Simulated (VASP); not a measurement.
Wanted: the native input for a VASP 6.6.1 run.

* Task: single point
* Functional: PBE
* Dispersion: D3(BJ)
* Potentials or basis: VASP PAW PBE potentials, release 64 (Se, In_d)
* Cutoff: 520 eV
* k mesh: 9 × 9 × 1
* Occupations: gaussian, width 0.02 eV
* Spin: no spin polarisation
* Dipole correction: yes
* Further INCAR settings: ALGO = Normal; EDIFF = 1e-06; NBANDS = 27

The structure of InSe lies in POSCAR:

```
InSe
1.0
    3.8920000000      0.0000000000      0.0000000000
   -1.9460000000      3.3705708715      0.0000000000
    0.0000000000      0.0000000000     36.7211901288
Se In
2 2
Direct
    0.0000000000      0.0000000000      0.4250702551
    0.0000000000      0.0000000000      0.5749020002
    0.6666666667      0.3333333333      0.4611131992
    0.6666666667      0.3333333333      0.5388591109
```

The input as run:

INCAR

```
SYSTEM = InSe
  PREC = Accurate
  ENCUT = 520
  EDIFF = 1E-6
  ISMEAR = 0
  SIGMA = 0.02
  LREAL = .FALSE.
  LASPH = .TRUE.
  NELM = 80
  ALGO = Normal
  ISIF = 2
  LWAVE = .FALSE.
  LCHARG = .FALSE.
  LDIPOL = .TRUE.
  IDIPOL = 3
  DIPOL = 0.5 0.5 0.500
  GGA = PE
  IVDW = 12
  NBANDS = 27
```

KPOINTS

```
regular mesh
0
G
  9 9 1
  0 0 0
```

Potentials or basis: VASP PAW PBE potentials, release 64 (Se, In_d).

Run with:

```sh
$ cat potpaw_PBE.64/Se/POTCAR potpaw_PBE.64/In_d/POTCAR > POTCAR
$ mpirun -np 1 vasp_std > vasp.out
```

Results of the run:

| Item | Value |
| --- | --- |
| Largest force | 0.669 eV/Å |
| Band gap on the k mesh | 2.04 eV, indirect (least direct gap 2.11 eV) |
| Dispersion energy per atom | -0.235 eV |

Caveat: spin-orbit coupling is left out, which moves the levels of the heavy elements.

It took 2.6 min on 1 thread of AMD EPYC 9R45 96-Core Processor (Zen 5), on a shared host, peak memory 0.55 GiB.
